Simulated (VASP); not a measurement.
# CsSnI3 (P4/mmm) in VASP: further runs

Runs on CsSnI3. Level: PBE. Tasks: single point.

Everything below comes from runs of VASP 6.6.1. Logs are shortened: lines on timing, memory, paths and dates and some standing lists are left out, and cuts for length are marked.

**1. The cell of the first run**

The structure is tetragonal, space group P4/mmm (No. 123). Conventional cell: a = 6.054 Å, b = 6.054 Å, c = 6.292 Å, α = 90.00°, β = 90.00°, γ = 90.00°. Cs (site symmetry 4/mmm) has 12 I at 4.28 to 4.37 Å and 8 Sn at 5.31 Å within 5.6 Å. Within 4.0 Å of Sn (site symmetry 4/mmm) lie 6 I at 3.03 to 3.15 Å. Within 4.1 Å of I (site symmetry 4/mmm) lie 2 Sn at 3.15 Å. Within 4.0 Å of I (site symmetry mmm) lie 2 Sn at 3.03 Å.

**2. Single point, PBE (epitaxial xy strain -3.0%)**

INCAR reads:

```
SYSTEM = CsSnI3
PREC     = Accurate       ! precision mode
ENCUT    = 520            ! plane-wave cutoff, eV
EDIFF    = 1E-6           ! SCF threshold, eV
ISMEAR   = -1             ! smearing method
SIGMA    = 0.02           ! smearing width, eV
LREAL    = .FALSE.        ! projectors in reciprocal space
LASPH    = .TRUE.         ! aspherical terms in the spheres
NELM     = 100            ! most SCF steps
ALGO     = Normal         ! electronic algorithm
ISIF     = 2              ! what is computed and relaxed
LWAVE    = .FALSE.        ! write WAVECAR
LCHARG   = .TRUE.         ! write CHGCAR
GGA      = PE             ! functional
LELF     = .TRUE.         ! ELF
LVHAR    = .TRUE.       
NBANDS   = 30             ! bands
```

KPOINTS reads:

```
Automatic mesh
0
G
  4 4 4
  0 0 0
```

POSCAR reads:

```
CsSnI3
1.0
    6.0542459837      0.0000000000      0.0000000000
    0.0000000000      6.0542459837      0.0000000000
    0.0000000000      0.0000000000      6.2920492926
Cs Sn I
1 1 3
Direct
    0.0000000000      0.0000000000      0.0000000000
    0.5000000000      0.5000000000      0.5000000000
    0.5000000000      0.5000000000      0.0000000000
    0.5000000000      0.0000000000      0.5000000000
    0.0000000000      0.5000000000      0.5000000000
```

Potentials or basis: VASP PAW PBE potentials, release 64 (Cs_sv, Sn_d, I).

Run with:

```bash
$ cat potpaw_PBE.64/Cs_sv/POTCAR potpaw_PBE.64/Sn_d/POTCAR potpaw_PBE.64/I/POTCAR > POTCAR
$ mpirun -np 1 vasp_std > vasp.out
```

OUTCAR:

```text
SYSTEM = CsSnI3
   PREC = Accurate
   ENCUT = 520
   EDIFF = 1E-6
   ISMEAR = -1
   LREAL = .FALSE.
   LASPH = .TRUE.
   NELM = 100
   ISIF = 2
   GGA = PE

 ion  position               nearest neighbor table
   1  0.000  0.000  0.000-
   2  0.500  0.500  0.500-   4 3.03   5 3.03   4 3.03   5 3.03   3 3.15   3 3.15
   3  0.500  0.500  0.000-   2 3.15   2 3.15
   4  0.500  0.000  0.500-   2 3.03   2 3.03
   5  0.000  0.500  0.500-   2 3.03   2 3.03

  LATTYP: Found a simple tetragonal cell.
 ALAT       =     6.0542459837
 C/A-ratio  =     1.0392787656

  Lattice vectors:

 A1 = (   6.0542459837,   0.0000000000,   0.0000000000)
 A2 = (   0.0000000000,   6.0542459837,   0.0000000000)
 A3 = (   0.0000000000,   0.0000000000,   6.2920492926)

Analysis of symmetry for initial positions (statically):
=====================================================================
 Subroutine PRICEL returns:
 Original cell was already a primitive cell.

 Routine SETGRP: Setting up the symmetry group for a
 simple tetragonal supercell.

 Subroutine GETGRP returns: Found 16 space group operations
 (whereof 16 operations were pure point group operations)
 out of a pool of 16 trial point group operations.

The static configuration has the point symmetry D_4h.

Analysis of symmetry for dynamics (positions and initial velocities):
=====================================================================
 Subroutine PRICEL returns:
 Original cell was already a primitive cell.

 Routine SETGRP: Setting up the symmetry group for a
 simple tetragonal supercell.

 Subroutine GETGRP returns: Found 16 space group operations
 (whereof 16 operations were pure point group operations)
 out of a pool of 16 trial point group operations.

The dynamic configuration has the point symmetry D_4h.

 Subroutine INISYM returns: Found 16 space group operations
 (whereof 16 operations are pure point group operations),
 and found     1 'primitive' translations

----------------------------------------------------------------------------------------
[... 84 lines left out ...]
   ISTART =      0    job   : 0-new  1-cont  2-samecut
   ICHARG =      2    charge: 1-file 2-atom 10-const
   ISPIN  =      1    spin polarized calculation?
   LNONCOLLINEAR =      F non collinear calculations
   LSORBIT =      F    spin-orbit coupling
   LASPH  =      T    aspherical Exc in radial PAW
   ENCUT  =  520.0 eV  38.22 Ry    6.18 a.u.  11.26 11.26 11.70*2*pi/ulx,y,z
   NELM   =    100;   NELMIN=  2; NELMDL= -5     # of ELM steps
   EDIFF  = 0.1E-05   stopping-criterion for ELM
   LREAL  =      F    real-space projection
   EDIFFG = 0.1E-04   stopping-criterion for IOM
   NSW    =      0    number of steps for IOM
   IBRION =     -1    ionic relax: 0-MD 1-quasi-New 2-CG
   NFREE  =      0    steps in history (QN), initial steepest desc. (CG)
   ISIF   =      2    stress and relaxation
   ISYM   =      2    0-nonsym 1-usesym 2-fastsym
   POTIM  = 0.5000    time-step for ionic-motion
   TEBEG  =    0.0;   TEEND  =   0.0 temperature during run
   PSTRESS=    0.0 pullay stress
   NELECT =      44.0000    total number of electrons
   NUPDOWN=      -1.0000    fix difference up-down
   EMIN   =  10.00;   EMAX   =-10.00  energy-range for DOS
   EFERMI =   0.00;   METHOD = LEGACY
   ISMEAR =    -1;   SIGMA  =   0.02  broadening in eV -4-tet -1-fermi 0-gaus
   EFERMI_NEDOS =   21; number of points for ismear=-14 and -15
   IALGO  =     38    algorithm
   IMIX   =      4    mixing-type and parameters
     AMIX     =   0.40;   BMIX     =  1.00
     AMIX_MAG =   1.60;   BMIX_MAG =  1.00
  volume/ion in A,a.u.               =      46.13       311.27
  Fermi-wavevector in a.u.,A,eV,Ry     =   0.942443  1.780959 12.084672  0.888198
  Thomas-Fermi vector in A             =   2.070053
   LORBIT       =      0    0 simple, 1 ext, 2 COOP (PROOUT), +10 PAW based schemes
   GGA     = PE    functional components
   LHFCALC =     F    Hartree Fock is set to
   AEXX    =    0.0000 exact exchange contribution
   IVDW    =     0    specifies the selected vdW correction
   LEPSILON=     F    determine dielectric tensor
   LRPA    =     F    only Hartree local field effects (RPA)
 non-spin polarized calculation
  energy-cutoff  :      520.00
  volume of cell :      230.63
 maximum number of plane-waves:      6256
 NGX is ok and might be reduce to    48
   NGX = 23   NGY = 23   NGZ = 23

 number of electron      44.0000006 magnetization

 Free energy of the ion-electron system (eV)
  ---------------------------------------------------
  ext. energy  EPLUGINS =         0.00000000
  ---------------------------------------------------
  free energy    TOTEN  =       -13.85648691 eV

  energy without entropy =      -13.85584674  energy(sigma->0) =      -13.85616682

 E-fermi :   3.3726     XC(G=0):  -7.6705

 val. band max:        3.3459470650   @ k =   0.5000   0.5000   0.5000
 cond. band min:       3.3993027603   @ k =   0.5000   0.5000   0.5000
 fundamental gap:      0.0533556953
 Fermi energy:         3.3726235171

 k-point     1 :       0.0000    0.0000    0.0000
  band No.  band energies     occupation
      1     -19.1313      2.00000
      2     -18.9209      2.00000
      3     -18.9097      2.00000
      4     -18.8899      2.00000
      5     -18.8894      2.00000
      6     -18.8894      2.00000
[... 583 lines left out ...]
     29       7.2383      0.00000
     30       8.2634      0.00000

------------------------ aborting loop because EDIFF is reached ----------------------------------------

  FORCE on cell =-STRESS in cart. coord.  units (eV):
  Direction    XX          YY          ZZ          XY          YZ          ZX
  --------------------------------------------------------------------------------------
  -------------------------------------------------------------------------------------
  Total        2.9059619      2.9059619      0.7565949      0.0000000      0.0000000      0.0000000
  in kB       20.1877658     20.1877658      5.2560776      0.0000000      0.0000000      0.0000000
  external PRESSURE =      15.2105364 kB  Pullay stress =       0.0000000 kB

 VOLUME and BASIS-vectors are now :
 -----------------------------------------------------------------------------
  energy-cutoff  :      520.00
  volume of cell :      230.63
      direct lattice vectors                 reciprocal lattice vectors
     6.054245984  0.000000000  0.000000000     0.165173335  0.000000000  0.000000000
     0.000000000  6.054245984  0.000000000     0.000000000  0.165173335  0.000000000
     0.000000000  0.000000000  6.292049293     0.000000000  0.000000000  0.158930732

 POSITION                                       TOTAL-FORCE (eV/Angst)
 -----------------------------------------------------------------------------------
      0.00000      0.00000      0.00000         0.000000      0.000000      0.000000
      3.02712      3.02712      3.14602         0.000000      0.000000      0.000000
      3.02712      3.02712      0.00000         0.000000      0.000000      0.000000
      3.02712      0.00000      3.14602         0.000000      0.000000      0.000000
      0.00000      3.02712      3.14602         0.000000      0.000000      0.000000
 -----------------------------------------------------------------------------------
    total drift:                                0.000000     -0.000000     -0.000000

  FREE ENERGIE OF THE ION-ELECTRON SYSTEM (eV)
  ---------------------------------------------------
  free  energy   TOTEN  =       -13.8564869072 eV

  energy  without entropy=      -13.8558467400  energy(sigma->0) =      -13.85616682
```

OSZICAR:

```text
N       E                     dE             d eps       ncg     rms          rms(c)
DAV:   1     0.349743192187E+03    0.34974E+03   -0.18111E+04  1080   0.134E+03
DAV:   2     0.308071440351E+02   -0.31894E+03   -0.30534E+03  1230   0.285E+02
DAV:   3    -0.121932467303E+02   -0.43000E+02   -0.42563E+02  1294   0.114E+02
DAV:   4    -0.140331088722E+02   -0.18399E+01   -0.18352E+01  1372   0.274E+01
DAV:   5    -0.140905639095E+02   -0.57455E-01   -0.57448E-01  1634   0.459E+00    0.460E+00
DAV:   6    -0.138700490095E+02    0.22051E+00   -0.34274E-01  1416   0.307E+00    0.304E+00
DAV:   7    -0.138539867731E+02    0.16062E-01   -0.28137E-01  1392   0.211E+00    0.102E+00
DAV:   8    -0.138563011113E+02   -0.23143E-02   -0.43346E-02  1298   0.142E+00    0.314E-01
DAV:   9    -0.138562796976E+02    0.21414E-04   -0.38851E-03  1362   0.470E-01    0.107E-01
DAV:  10    -0.138564343017E+02   -0.15460E-03   -0.55919E-04  1356   0.134E-01    0.391E-02
DAV:  11    -0.138564936534E+02   -0.59352E-04   -0.30989E-04  1456   0.114E-01    0.437E-02
DAV:  12    -0.138564908246E+02    0.28288E-05   -0.25000E-05  1366   0.221E-02    0.301E-02
DAV:  13    -0.138564876969E+02    0.31277E-05   -0.52236E-06  1256   0.133E-02    0.784E-03
DAV:  14    -0.138564869072E+02    0.78973E-06   -0.32772E-06  1228   0.123E-02
   1 F= -.13856487E+02 E0= -.13856167E+02  d E =-.640167E-03
```

It took 1.7 min on 1 thread of AMD EPYC 7R43 (Zen 3), shared host; peak memory 0.35 GiB.

Results:

| Item | Value |
| --- | --- |
| Free energy | -13.8565 eV |
| Pressure | 1.5 GPa |
| Band gap on the k mesh | 0.05 eV, direct |

Caveat: the cell differs from its parent crystal (epitaxial xy strain -3.0%); spin-orbit coupling is left out, which moves the levels of the heavy elements.

[end of part 1 of 2]
